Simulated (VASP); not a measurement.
ZnS, 2 atoms in the cell. The structure is cubic, space group F-43m (No. 216). Conventional cell: a = 5.308 Å, b = 5.308 Å, c = 5.308 Å, α = 90.00°, β = 90.00°, γ = 90.00°. Within 3.0 Å of Zn (site symmetry -43m) lie 4 S at 2.30 Å. Within 3.0 Å of S (site symmetry -43m) lie 4 Zn at 2.30 Å.  This cell differs from its parent crystal: strain -0.015 along x and y, -0.015 along z.

```yaml
Program: VASP 6.6.1
Task: single point
Functional: r2SCAN
Potentials_or_basis: VASP PAW PBE potentials, release 64 (Zn, S)
Cutoff: 520 eV
k_mesh: 8 × 8 × 8
Occupations: gaussian, width 0.05 eV
Spin: no spin polarisation
Dipole_correction: no
Further_INCAR_settings: ALGO = Normal; EDIFF = 1e-06; NBANDS = 16
```

Potentials or basis: VASP PAW PBE potentials, release 64 (Zn, S).

Command:

```bash
$ cat potpaw_PBE.64/Zn/POTCAR potpaw_PBE.64/S/POTCAR > POTCAR
$ cp INCAR.step1 INCAR
$ mpirun -np 1 vasp_std > vasp.out
$ cp INCAR.step2 INCAR
$ mpirun -np 1 vasp_std > vasp.out
```

Hardware: 1 thread of AMD EPYC 7R43 64-Core Processor (Zen 3), on a shared host.

**Question.** How long does it take, and how much memory?

**Answer.** Run time: 87 s on 1 thread of AMD EPYC 7R43 64-Core Processor (Zen 3), with other jobs on the host, peak memory 0.13 GiB. Counts: k points 29.
